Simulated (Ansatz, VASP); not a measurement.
Ba: VASP beside Ansatz

The input INCAR:

```
  PREC = Accurate
  ENCUT = 600
  EDIFF = 1E-6
  ISMEAR = -1
  SIGMA = 0.05
  LREAL = False
  LASPH = True
  NELM = 150
  ALGO = Normal
  ISIF = 3
  LWAVE = False
  LCHARG = False
  LNONCOLLINEAR = True
  MAGMOM = 0 0 0
  LORBIT = 11
  LSORBIT = True
  GGA_COMPAT = False
  LORBMOM = True
  GGA = PE
  IBRION = 2
  NSW = 80
  EDIFFG = -0.005
```

Contents of KPOINTS:

```
regular mesh
0
Gamma
  6 6 6
```

File POSCAR:

```
Ba
1.0
   -2.5065000000      2.5065000000      2.5065000000
    2.5065000000     -2.5065000000      2.5065000000
    2.5065000000      2.5065000000     -2.5065000000
Ba
1
Direct
    0.0000000000      0.0000000000      0.0000000000
```

input.yaml

```yaml
crystal:
  lattice:
    - [-2.5065, 2.5065, 2.5065]
    - [2.5065, -2.5065, 2.5065]
    - [2.5065, 2.5065, -2.5065]
  atoms:
    - { symbol: Ba, position: [0.0, 0.0, 0.0] }
kpoints:
  mp_grid: { grid: [6, 6, 6] }
scf:
  occupations: { method: fermi_dirac, width: 0.05 }
hamiltonian:
  xc: pbe
  pseudopotentials: { kind: all_electron, lapw: { basis_error: 0.001 } }
magnetization:
  noncollinear: true
  spin_orbit: true
output:
  forces: true
  stress: true
relax:
  f_tol: 0.005
  max_steps: 60
  cell: {}
```

Alike in both runs: task relaxation of cell and atoms; functional PBE; k mesh 6 × 6 × 6; occupations fermi-dirac, width 0.05 eV; non-collinear spin, spin-orbit coupling.

|  | VASP | Ansatz |
| --- | --- | --- |
| version | VASP 6.6.1 | Ansatz 0.2.0 |
| potentials or method | VASP PAW PBE potentials, release 64 (Ba_sv), cutoff 600 eV | all-electron LAPW, relativistic spinors |

Ansatz gave:

* net moment per atom (μB): 0.00
* relaxed volume (Å³/atom): 63.85
* relaxed cell length with the largest relative difference (Å): 4.361

Q: Estimate VASP's values.

A: net moment per atom (μB): 0.00; relaxed volume (Å³/atom): 64.08; relaxed cell length with the largest relative difference (Å): 4.366.

Ansatz ran all-electron here, and VASP with PAW potentials.

Noted on Ansatz's run: the k mesh is thin for a metal, which can move the energy by tens of meV per atom.
